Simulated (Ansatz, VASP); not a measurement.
## One calculation of C, two programs

```
C
1.0
    -1.22812    2.12646    0.00000
    -1.22812   -2.12646    0.00000
     0.00000    0.00000   14.23111
C
8
Direct
  0.91668 0.08332 0.37496
  0.91668 0.08332 0.87496
  0.41668 0.58332 0.12504
  0.41668 0.58332 0.62504
  0.08332 0.91668 0.12504
  0.08332 0.91668 0.62504
  0.58332 0.41668 0.37496
  0.58332 0.41668 0.87496
```

Alike in both runs: task single point; functional r2SCAN; k mesh 22 × 22 × 4; occupations gaussian, width 0.15 eV; no spin polarisation.

|  | VASP | Ansatz |
| --- | --- | --- |
| version | VASP 6.6.1 | Ansatz 0.2.0 |
| potentials or method | VASP PAW PBE potentials, release 64 (C), cutoff 520 eV | scalar-relativistic, plane waves, PAW |
| valence electrons in the cell | 32 | 32 |

VASP gave:

```
gap on the k mesh at the Fermi level (eV)                     : 0.20
least direct gap on the mesh (eV)                             : 0.24
pressure (GPa)                                                : 0.6
traceless stress, the component that is largest in VASP (GPa) : -0.70
rms of the force components (eV/Å)                            : 0.004
```

Task: What did Ansatz give for the same quantities?

Result: gap on the k mesh at the Fermi level (eV): 0.20; least direct gap on the mesh (eV): 0.24; pressure (GPa): 0.0; traceless stress, the component that is largest in VASP (GPa): 0.05; rms of the force components (eV/Å): 0.004.

VASP's potentials were made for PBE, not for r2SCAN. Atom by atom the forces differ by 0.000 eV/Å (rms over components).
